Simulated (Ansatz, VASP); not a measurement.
**Al9H: VASP beside Ansatz**

```
Al H
1.0
     5.70864    0.00000    0.00000
    -1.42716    9.70333    0.00000
     0.00000    0.00000   22.79027
Al H
18 2
Direct
  0.26622 0.06490 0.17551
  0.76622 0.06490 0.17551
  0.33548 0.34194 0.21922
  0.83548 0.34194 0.21922
  0.14934 0.59735 0.22796
  0.64934 0.59735 0.22796
  0.46319 0.85275 0.23670
  0.96319 0.85275 0.23670
  0.03199 0.12774 0.28083
  0.53199 0.12774 0.28083
  0.09980 0.40427 0.33011
  0.59980 0.40427 0.33011
  0.41443 0.65971 0.33698
  0.91443 0.65971 0.33698
  0.22632 0.91113 0.34493
  0.72632 0.91113 0.34493
  0.29626 0.18146 0.38570
  0.79626 0.18146 0.38570
  0.60628 0.37783 0.47565
  0.60628 0.47153 0.47565
```

Alike in both runs: task single point; functional PBE; k mesh 5 × 3 × 1; occupations gaussian, width 0.1 eV; no spin polarisation.

```csv
,VASP,Ansatz
version,VASP 6.6.1,Ansatz 0.2.0
potentials or method,"VASP PAW PBE potentials, release 64 (Al, H), cutoff 520 eV","scalar-relativistic, plane waves, PAW"
valence electrons in the cell,56,56
```

|  | VASP | Ansatz | Ansatz less VASP |
| --- | --- | --- | --- |
| gap on the k mesh at the Fermi level (eV) | none | none | - |
| rms of the force components (eV/Å) | 0.613 | 0.613 | +0.0001 |

Atom by atom the forces differ by 0.001 eV/Å (rms over components). A gap of «none» marks a metal or a gap that the smearing closes. Ansatz's warnings: xc potential rough in thin density.
